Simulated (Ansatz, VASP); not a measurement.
**Ge2Sb in VASP and in Ansatz**

File INCAR:

```
SYSTEM = Ge2Sb
PREC = Accurate
ENCUT = 520
EDIFF = 1E-6
ISMEAR = 0
SIGMA = 0.1
LREAL = .FALSE.
LASPH = .TRUE.
NELM = 100
ALGO = Normal
ISIF = 2
LWAVE = .FALSE.
LCHARG = .TRUE.
GGA = PE
LELF = .TRUE.
LVHAR = .TRUE.
NBANDS = 24
```

The input KPOINTS:

```
Automatic mesh
0
G
  4 4 4
  0 0 0
```

The input POSCAR:

```
Ge2Sb
1.0
    0.0000000000      3.2966808500      3.2966808500
    3.2966808500      0.0000000000      3.2966808500
    3.2966808500      3.2966808500      0.0000000000
Ge Sb
2 1
Direct
    0.7500000000      0.7500000000      0.7500000000
    0.5000000000      0.5000000000      0.5000000000
    0.0000000000      0.0000000000      0.0000000000
```

Input for Ansatz:

```yaml
crystal:
  lattice:
    - [0.0, 3.29668085, 3.29668085]
    - [3.29668085, 0.0, 3.29668085]
    - [3.29668085, 3.29668085, 0.0]
  atoms:
    - { symbol: Ge, position: [0.75, 0.75, 0.75] }
    - { symbol: Ge, position: [0.5, 0.5, 0.5] }
    - { symbol: Sb, position: [0.0, 0.0, 0.0] }
basis:
  ecutwfc: 420
kpoints:
  mp_grid: { grid: [4, 4, 4] }
hamiltonian:
  xc: pbe
scf:
  occupations: { method: gaussian, width: 0.1 }
  lower_state_search: "off"
output:
  forces: true
  stress: true
  eigenvalues: true
```

Alike in both runs: task single point; functional PBE; k mesh 4 × 4 × 4; occupations gaussian, width 0.1 eV; no spin polarisation.

```csv
,VASP,Ansatz
version,VASP 6.6.1,Ansatz 0.2.0
potentials or method,"VASP PAW PBE potentials, release 64 (Ge_d, Sb), cutoff 520 eV","scalar-relativistic, plane waves, PAW"
valence electrons in the cell,33,43
```

```tsv
	VASP	Ansatz	Ansatz less VASP
gap on the k mesh at the Fermi level (eV)	none	none	-
pressure (GPa)	4.7	4.6	-0.10
```

A gap of «none» marks a metal or a gap that the smearing closes. VASP's potentials hold 33 valence electrons a cell and Ansatz's 43, so a difference there can come from the potentials and not from the codes.

The k mesh is coarse, so the values compare programs but aren't converged. Neither program's run includes spin-orbit coupling.
